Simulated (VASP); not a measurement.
Ir, 1 atom in the cell. It takes space group Fm-3m (No. 225, cubic). Conventional cell: a = 3.831 Å, b = 3.831 Å, c = 3.831 Å, α = 90.00°, β = 90.00°, γ = 90.00°. Within 3.6 Å of Ir (site symmetry m-3m) lie 12 Ir at 2.71 Å. 

- Program: VASP 6.6.1
- Task: single point
- Functional: PBE
- Potentials or basis: VASP PAW PBE potentials, release 64 (Ir)
- Cutoff: 520 eV
- k mesh: 14 × 14 × 14
- Occupations: fermi-dirac, width 0.1 eV
- Spin: no spin polarisation
- Dipole correction: no
- Further INCAR settings: ALGO = Normal; EDIFF = 1e-06; NBANDS = 10

Potentials or basis: VASP PAW PBE potentials, release 64 (Ir).

Run with:

```bash
$ cat potpaw_PBE.64/Ir/POTCAR > POTCAR
$ mpirun -np 1 vasp_std > vasp.out
```

Hardware: 1 thread of Intel Xeon 6975P-C (shared host).

Q: How long does it take, and how much memory?

A: Run time: 8.9 s on 1 thread of Intel Xeon 6975P-C, on a shared host, peak memory 0.14 GiB. Counts: scf iterations 12, k points 104.
